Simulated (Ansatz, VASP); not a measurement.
# BN: VASP beside Ansatz

The input INCAR:

```
PREC = Accurate
ENCUT = 520
EDIFF = 1E-6
ISMEAR = 1
SIGMA = 0.2
LREAL = F
LASPH = T
NELM = 100
ALGO = Normal
ISIF = 2
LWAVE = F
LCHARG = F
LDIPOL = T
IDIPOL = 3
DIPOL = 0.5 0.5 0.500
GGA = PS
NBANDS = 26
```

File KPOINTS:

```
regular mesh
0
Gamma
  12 12 1
```

POSCAR

```
BN
1.0
    2.5043488730      0.0000000000      0.0000000000
   -1.2521744365      2.1688297439      0.0000000000
    0.0000000000      0.0000000000     25.5286415822
B N
4 4
Direct
    0.6666666667      0.3333333333      0.2937876650
    0.3333333333      0.6666666667      0.4312625550
    0.6666666667      0.3333333333      0.5687374450
    0.3333333333      0.6666666667      0.7062123350
    0.3333333333      0.6666666667      0.2937876650
    0.6666666667      0.3333333333      0.4312625550
    0.3333333333      0.6666666667      0.5687374450
    0.6666666667      0.3333333333      0.7062123350
```

Input for Ansatz:

```yaml
crystal:
  lattice:
    - [2.504348873, 0.0, 0.0]
    - [-1.2521744365, 2.1688297439, 0.0]
    - [0.0, 0.0, 25.5286415822]
  atoms:
    - { symbol: B, position: [0.6666666667, 0.3333333333, 0.293787665] }
    - { symbol: "N", position: [0.3333333333, 0.6666666667, 0.293787665] }
    - { symbol: B, position: [0.3333333333, 0.6666666667, 0.431262555] }
    - { symbol: "N", position: [0.6666666667, 0.3333333333, 0.431262555] }
    - { symbol: B, position: [0.6666666667, 0.3333333333, 0.568737445] }
    - { symbol: "N", position: [0.3333333333, 0.6666666667, 0.568737445] }
    - { symbol: B, position: [0.3333333333, 0.6666666667, 0.706212335] }
    - { symbol: "N", position: [0.6666666667, 0.3333333333, 0.706212335] }
basis:
  ecutwfc: 420
kpoints:
  mp_grid: { grid: [12, 12, 1] }
hamiltonian:
  xc: pbesol
scf:
  occupations: { method: methfessel_paxton, width: 0.2 }
output:
  forces: true
  stress: true
  eigenvalues: true
efield:
  axis: 3
  dipole_correction: true
  ramp_width: 0.04
```

Alike in both runs: task single point; functional PBEsol; k mesh 12 × 12 × 1; occupations methfessel-paxton of order 1, width 0.2 eV; no spin polarisation.

```csv
,VASP,Ansatz
version,VASP 6.6.1,Ansatz 0.2.0
potentials or method,"VASP PAW PBE potentials, release 64 (B, N), cutoff 520 eV","scalar-relativistic, plane waves, PAW"
valence electrons in the cell,32,32
```

|  | VASP | Ansatz | Ansatz less VASP |
| --- | --- | --- | --- |
| gap on the k mesh at the Fermi level (eV) | 4.33 | 4.33 | +0.001 |
| least direct gap on the mesh (eV) | 4.62 | 4.63 | +0.004 |
| rms of the force components (eV/Å) | 0.012 | 0.011 | -0.0008 |

VASP's potentials were made for PBE, not for PBEsol. The functional is the same, so the differences come from potentials, cutoffs and numerics.
